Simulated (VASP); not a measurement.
# ZrPbI6 (P1) in VASP: single point with PBEsol

Aim: the single point of ZrPbI6 with PBEsol.

Everything below comes from runs of VASP 6.6.1. Logs are shortened: lines on timing, memory, paths and dates and some standing lists are left out, and cuts for length are marked.

## Step 1: The cell of the first run

The typed cell holds 8 atoms: a = 7.238 Å, b = 7.239 Å, c = 8.824 Å, α = 74.16°, β = 105.88°, γ = 128.94°.

## Step 2: Single point, PBEsol

The input, INCAR:

```
PREC = Accurate ; ENCUT = 520
EDIFF = 1E-6 ; ISMEAR = -1
SIGMA = 0.05 ; LREAL = False
LASPH = True ; NELM = 80
ALGO = Normal ; ISIF = 2
LWAVE = False ; LCHARG = False
GGA = PS ; NBANDS = 44
```

The input, KPOINTS:

```
regular mesh
0
Gamma
  4 4 2
```

The input, POSCAR:

```
ZrPbI6
1.0
    6.7956394340     -2.4062642791     -0.6510002927
   -2.3738682110      6.8080819070      0.6457563446
   -1.2864388138      1.2928998473      8.6333900371
Zr Pb I
1 1 6
Direct
    0.1880814060      0.1882739638      0.0033828624
    0.1152844135      0.1155964367      0.5034753477
    0.6155843140      0.6157903880      0.0032113506
    0.6115534773      0.6114664872      0.5035498470
    0.2640420449     -0.0576989308      0.2920966540
    0.2663078481     -0.0549563292      0.8583275010
   -0.0548665883      0.2666742597      0.1485166221
   -0.0586911782      0.2636092392      0.7147320026
```

Potentials or basis: VASP PAW PBE potentials, release 64 (Zr_sv, Pb_d, I).

The run is started by

```console
> cat potpaw_PBE.64/Zr_sv/POTCAR potpaw_PBE.64/Pb_d/POTCAR potpaw_PBE.64/I/POTCAR > POTCAR
> mpirun -np 1 vasp_std > vasp.out
```

OUTCAR:

```text
PREC = Accurate
   ENCUT = 520
   EDIFF = 1E-6
   ISMEAR = -1
   LREAL = False
   LASPH = True
   NELM = 80
   ISIF = 2
   GGA = PS

 ion  position               nearest neighbor table
   1  0.188  0.188  0.003-   3 2.67   7 2.82   6 2.82   5 2.82   8 2.82   3 3.57
   2  0.115  0.116  0.503-   4 3.10   4 3.14   7 3.20   6 3.20   8 3.21   5 3.21
   3  0.616  0.616  0.003-   1 2.67   1 3.57
   4  0.612  0.611  0.504-   2 3.10   2 3.14
   5  0.264  0.942  0.292-   1 2.82   2 3.21
   6  0.266  0.945  0.858-   1 2.82   2 3.20
   7  0.945  0.267  0.149-   1 2.82   2 3.20
   8  0.941  0.264  0.715-   1 2.82   2 3.21

  LATTYP: Found a triclinic cell.
 ALAT       =     7.2389385128
 B/A-ratio  =     1.8467563260
 C/A-ratio  =     0.8618995253
 COS(alpha) =     0.0006007480
 COS(beta)  =     0.4310339676
 COS(gamma) =     0.7016909328

  Lattice vectors:

 A1 = (   2.3738682110,  -6.8080819070,  -0.6457563446)
 A2 = (   7.8830688312,  -7.9214463388,   7.3366333998)
 A3 = (  -4.4217712230,  -4.4018176279,   0.0052439481)

Analysis of symmetry for initial positions (statically):
=====================================================================
 Subroutine PRICEL returns:
 Original cell was already a primitive cell.

 Routine SETGRP: Setting up the symmetry group for a
 triclinic supercell.

 Subroutine GETGRP returns: Found  1 space group operations
 (whereof  1 operations were pure point group operations)
 out of a pool of  2 trial point group operations.

The static configuration has the point symmetry C_1 .

Analysis of symmetry for dynamics (positions and initial velocities):
=====================================================================
 Subroutine PRICEL returns:
 Original cell was already a primitive cell.

 Routine SETGRP: Setting up the symmetry group for a
 triclinic supercell.

 Subroutine GETGRP returns: Found  1 space group operations
 (whereof  1 operations were pure point group operations)
 out of a pool of  2 trial point group operations.

The dynamic configuration has the point symmetry C_1 .

 Subroutine INISYM returns: Found  1 space group operations
 (whereof  1 operations are pure point group operations),
 and found     1 'primitive' translations

----------------------------------------------------------------------------------------

                                     Primitive cell

  volume of cell :     342.7326

  direct lattice vectors                    reciprocal lattice vectors
     6.795639434 -2.406264279 -0.651000293     0.169058702  0.057373603  0.016598967
    -2.373868211  6.808081907  0.645756345     0.058157701  0.168737769 -0.016603525
    -1.286438814  1.292899847  8.633390037     0.008397809 -0.008294917  0.118322902

  length of vectors
     7.238413119  7.238938513  8.823941204     0.179298915  0.179249630  0.118910210

  position of ions in fractional coordinates (direct lattice)
     0.188081406  0.188273964  0.003382862
     0.115284413  0.115596437  0.503475348
     0.615584314  0.615790388  0.003211351
     0.611553477  0.611466487  0.503549847
     0.264042045  0.942301069  0.292096654
     0.266307848  0.945043671  0.858327501
     0.945133412  0.266674260  0.148516622
     0.941308822  0.263609239  0.714732003

  ion indices of the primitive-cell ions
   primitive index   ion index
                 1           1
                 2           2
                 3           3
                 4           4
                 5           5
                 6           6
                 7           7
                 8           8

----------------------------------------------------------------------------------------

 KPOINTS: regular mesh

Automatic generation of k-mesh.
 Grid dimensions read from file:
 generate k-points for:    4    4    2

 Generating k-lattice:

  Cartesian coordinates                     Fractional coordinates (reciprocal lattice)
     0.042264676  0.014343401  0.004149742     0.250000000  0.000000000 -0.000000000
     0.014539425  0.042184442 -0.004150881     0.000000000  0.250000000 -0.000000000
     0.004198904 -0.004147458  0.059161451     0.000000000  0.000000000  0.500000000

  Length of vectors
     0.044824729  0.044812407  0.059455105

  Shift w.r.t. Gamma in fractional coordinates (k-lattice)
     0.000000000  0.000000000  0.000000000

 Subroutine IBZKPT returns following result:
 ===========================================

 Found     20 irreducible k-points:

 Following reciprocal coordinates:
            Coordinates               Weight
  0.000000  0.000000  0.000000      1.000000
  0.250000  0.000000  0.000000      2.000000
  0.500000  0.000000  0.000000      1.000000
  0.000000  0.250000 -0.000000      2.000000
  0.250000  0.250000 -0.000000      2.000000
  0.500000  0.250000  0.000000      2.000000
[... 12 lines left out ...]
  0.250000  0.500000  0.500000      2.000000
  0.500000  0.500000  0.500000      1.000000
   k-points           NKPTS =     20   k-points in BZ     NKDIM =     20   number of bands    NBANDS=     44
   number of dos      NEDOS =    301   number of ions     NIONS =      8
   total plane-waves  NPLWV = 204120
   dimension x,y,z NGX =    54 NGY =   54 NGZ =   70
   dimension x,y,z NGXF=   108 NGYF=  108 NGZF=  140
   ions per type =               1   1   6
   NGX,Y,Z   is equivalent  to a cutoff of  12.40, 12.40, 13.19 a.u.
   NGXF,Y,Z  is equivalent  to a cutoff of  24.80, 24.80, 26.38 a.u.
 SYSTEM =  unknown system
   PREC   = accura    normal or accurate (medium, high low for compatibility)
   ISTART =      0    job   : 0-new  1-cont  2-samecut
   ICHARG =      2    charge: 1-file 2-atom 10-const
   ISPIN  =      1    spin polarized calculation?
   LNONCOLLINEAR =      F non collinear calculations
   LSORBIT =      F    spin-orbit coupling
   LASPH  =      T    aspherical Exc in radial PAW
   ENCUT  =  520.0 eV  38.22 Ry    6.18 a.u.  13.46 13.46 16.41*2*pi/ulx,y,z
   NELM   =     80;   NELMIN=  2; NELMDL= -5     # of ELM steps
   EDIFF  = 0.1E-05   stopping-criterion for ELM
   LREAL  =      F    real-space projection
   EDIFFG = 0.1E-04   stopping-criterion for IOM
   NSW    =      0    number of steps for IOM
   IBRION =     -1    ionic relax: 0-MD 1-quasi-New 2-CG
   NFREE  =      0    steps in history (QN), initial steepest desc. (CG)
   ISIF   =      2    stress and relaxation
   ISYM   =      2    0-nonsym 1-usesym 2-fastsym
   POTIM  = 0.5000    time-step for ionic-motion
   TEBEG  =    0.0;   TEEND  =   0.0 temperature during run
   PSTRESS=    0.0 pullay stress
   NELECT =      68.0000    total number of electrons
   NUPDOWN=      -1.0000    fix difference up-down
   EMIN   =  10.00;   EMAX   =-10.00  energy-range for DOS
   EFERMI =   0.00;   METHOD = LEGACY
   ISMEAR =    -1;   SIGMA  =   0.05  broadening in eV -4-tet -1-fermi 0-gaus
   EFERMI_NEDOS =   21; number of points for ismear=-14 and -15
   IALGO  =     38    algorithm
   IMIX   =      4    mixing-type and parameters
     AMIX     =   0.40;   BMIX     =  1.00
     AMIX_MAG =   1.60;   BMIX_MAG =  1.00
  volume/ion in A,a.u.               =      42.84       289.11
  Fermi-wavevector in a.u.,A,eV,Ry     =   0.954830  1.804367 12.404433  0.911700
  Thomas-Fermi vector in A             =   2.083612
   LORBIT       =      0    0 simple, 1 ext, 2 COOP (PROOUT), +10 PAW based schemes
   GGA     = PS    functional components
   LHFCALC =     F    Hartree Fock is set to
   AEXX    =    0.0000 exact exchange contribution
   IVDW    =     0    specifies the selected vdW correction
   LEPSILON=     F    determine dielectric tensor
   LRPA    =     F    only Hartree local field effects (RPA)
 non-spin polarized calculation
  energy-cutoff  :      520.00
  volume of cell :      342.73
 maximum number of plane-waves:      9254
 NGX is ok and might be reduce to    54
   NGX = 27   NGY = 27   NGZ = 33

 number of electron      67.9999998 magnetization

 Free energy of the ion-electron system (eV)
  ---------------------------------------------------
  ext. energy  EPLUGINS =         0.00000000
  ---------------------------------------------------
  free energy    TOTEN  =       -29.36256549 eV

  energy without entropy =      -29.36256162  energy(sigma->0) =      -29.36256355

 E-fermi :   3.1350     XC(G=0):  -8.0679

 val. band max:        2.5681263696   @ k =   0.2500   0.2500   0.5000
 cond. band min:       3.7522718644   @ k =   0.0000   0.5000   0.5000
 fundamental gap:      1.1841454948
 Fermi energy:         3.1349745244

 k-point     1 :       0.0000    0.0000    0.0000
  band No.  band energies     occupation
      1     -47.1519      2.00000
      2     -25.2488      2.00000
      3     -25.1718      2.00000
      4     -25.1664      2.00000
      5     -13.9417      2.00000
      6     -13.9155      2.00000
[... 36 lines left out ...]
     43       7.8427      0.00000
     44       8.2075      0.00000

 k-point     2 :       0.2500    0.0000    0.0000
  band No.  band energies     occupation
      1     -47.1519      2.00000
      2     -25.2491      2.00000
      3     -25.1718      2.00000
      4     -25.1664      2.00000
      5     -13.9417      2.00000
      6     -13.9106      2.00000
[... 36 lines left out ...]
     43       7.3536      0.00000
     44       8.2906      0.00000

 k-point     3 :       0.5000    0.0000    0.0000
  band No.  band energies     occupation
      1     -47.1519      2.00000
      2     -25.2494      2.00000
      3     -25.1718      2.00000
      4     -25.1664      2.00000
      5     -13.9417      2.00000
      6     -13.9079      2.00000
[... 788 lines left out ...]
     43       8.1157      0.00000
     44       8.4788      0.00000

 k-point    20 :       0.5000    0.5000    0.5000
  band No.  band energies     occupation
      1     -47.1519      2.00000
      2     -25.2488      2.00000
      3     -25.1719      2.00000
      4     -25.1664      2.00000
      5     -13.9418      2.00000
      6     -13.9155      2.00000
[... 36 lines left out ...]
     43       8.1792      0.00000
     44       8.2911      0.00000

------------------------ aborting loop because EDIFF is reached ----------------------------------------

  FORCE on cell =-STRESS in cart. coord.  units (eV):
  Direction    XX          YY          ZZ          XY          YZ          ZX
  --------------------------------------------------------------------------------------
  -------------------------------------------------------------------------------------
  Total        0.0452285      0.0473762      0.0546183     -0.0235503      0.0019883      0.0063555
  in kB        0.2114306      0.2214701      0.2553250     -0.1100910      0.0092948      0.0297103
  external PRESSURE =       0.2294085 kB  Pullay stress =       0.0000000 kB

 VOLUME and BASIS-vectors are now :
 -----------------------------------------------------------------------------
  energy-cutoff  :      520.00
  volume of cell :      342.73
      direct lattice vectors                 reciprocal lattice vectors
     6.795639434 -2.406264279 -0.651000293     0.169058702  0.057373603  0.016598967
    -2.373868211  6.808081907  0.645756345     0.058157701  0.168737769 -0.016603525
    -1.286438814  1.292899847  8.633390037     0.008397809 -0.008294917  0.118322902

 POSITION                                       TOTAL-FORCE (eV/Angst)
 -----------------------------------------------------------------------------------
      0.82684      0.83358      0.02834         0.000551     -0.000587      0.000329
     -0.13867      1.16053      4.34630        -0.002086     -0.003682     -0.000815
      2.71735      2.71524      0.02463         0.004900      0.004976      0.000649
      2.05657      3.34239      4.34408         0.002712      0.002956     -0.000213
     -0.81833      6.15756      2.95839         0.004454     -0.007732      0.006126
     -1.53786      6.90286      7.84718         0.004929     -0.006769     -0.002129
      5.59868     -0.26668      0.83913        -0.008759      0.006314      0.001831
      4.85156      0.45371      5.72800        -0.006700      0.004523     -0.005779
 -----------------------------------------------------------------------------------
    total drift:                                0.000331      0.000336     -0.000014

  FREE ENERGIE OF THE ION-ELECTRON SYSTEM (eV)
  ---------------------------------------------------
  free  energy   TOTEN  =       -29.3625654879 eV

  energy  without entropy=      -29.3625616213  energy(sigma->0) =      -29.36256355
```

Wall time 15 min (1 thread of Intel Xeon 8259CL, shared host); peak memory 0.65 GiB.

What came out:

| Property | Result |
| --- | --- |
| Free energy | -29.3626 eV |
| Pressure | 0.0 GPa |
| Largest force | 0.011 eV/Å |
| Band gap on the k mesh | 1.18 eV |

Forces in eV/Å, atoms in the order of the input:
```
Zr   0.001 -0.001  0.000
Pb  -0.002 -0.004 -0.001
I    0.005  0.005  0.001
I    0.003  0.003  0.000
I    0.004 -0.008  0.006
I    0.005 -0.007 -0.002
I   -0.009  0.006  0.002
I   -0.007  0.005 -0.006
```

Levels at points of the mesh, in eV from the valence-band top:
| k point | band 32 | band 33 | band 34 | band 35 | band 36 | band 37 |
| --- | --- | --- | --- | --- | --- | --- |
| (0.00, 0.00, 0.00) | -1.15 | -0.55 | -0.51 | 1.54 | 1.57 | 1.66 |
| (0.50, 0.00, 0.00) | -0.64 | -0.60 | -0.28 | 1.49 | 1.70 | 1.81 |
| (0.00, 0.50, 0.00) | -0.64 | -0.60 | -0.28 | 1.49 | 1.70 | 1.81 |
| (0.50, 0.50, 0.00) | -0.99 | -0.83 | -0.47 | 1.49 | 1.50 | 1.52 |
| (0.00, 0.00, 0.50) | -0.96 | -0.57 | -0.52 | 1.25 | 1.61 | 1.61 |
| (0.50, 0.00, 0.50) | -0.69 | -0.60 | 0.00 | 1.18 | 1.68 | 1.71 |
| (0.00, 0.50, 0.50) | -0.68 | -0.60 | 0.00 | 1.18 | 1.68 | 1.71 |
| (0.50, 0.50, 0.50) | -0.87 | -0.79 | -0.77 | 1.21 | 1.53 | 1.54 |

Caveat: the PAW data sets were made with another functional, which shifts forces and pressure a little; spin-orbit coupling is left out, which moves the levels of the heavy elements. A k mesh can miss the band edges.
